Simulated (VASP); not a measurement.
Runs of VASP 6.6.1 on Cu. The structure is that of space group P6_3/mmc (No. 194), or close to it. The cells are those of the table. This isn't the form of Cu at room conditions, which is fcc.

```csv
cell,further INCAR settings,gap on the mesh (eV),pressure (GPa),largest force (eV/Å)
"a = 2.572, b = 2.544, c = 4.113 Å, angles 90.0, 90.0, 120.4°, 2 atoms",ALGO = Fast; EDIFF = 1e-07; NBANDS = 18,none,-3.0,0.03
"a = 2.610, b = 2.553, c = 4.113 Å, angles 90.0, 90.0, 120.7°, 2 atoms",ALGO = Fast; EDIFF = 1e-06; NBANDS = 18,none,(a),0.05
"a = 2.667, b = 2.568, c = 4.113 Å, angles 90.0, 90.0, 121.3°, 2 atoms",ALGO = Fast; EDIFF = 1e-06; NBANDS = 18,none,-7.8,0.09
"a = 2.648, b = 2.563, c = 4.113 Å, angles 90.0, 90.0, 121.1°, 2 atoms",ALGO = Fast; EDIFF = 1e-06; NBANDS = 18,none,-6.9,0.08
```

Alike in all rows: task single point; level PBEsol; potentials or basis VASP PAW PBE potentials, release 64 (Cu); no spin polarisation; k mesh 24 × 24 × 12; cutoff (eV) 520; smearing gaussian 0.15 eV.

Question: Estimate the missing entries.

Answer: (a) -5.1.

Caveats: the PAW data sets were made with another functional, which shifts forces and pressure a little; the cell stands under tension (at least some runs); the stress differs along the axes, from -8 to -2 GPa (at least some runs); the stress differs along the axes, from -12 to -4 GPa (at least some runs); the stress differs along the axes, from -11 to -4 GPa (at least some runs).

A gap of «none» marks levels without a gap at the run's occupations.
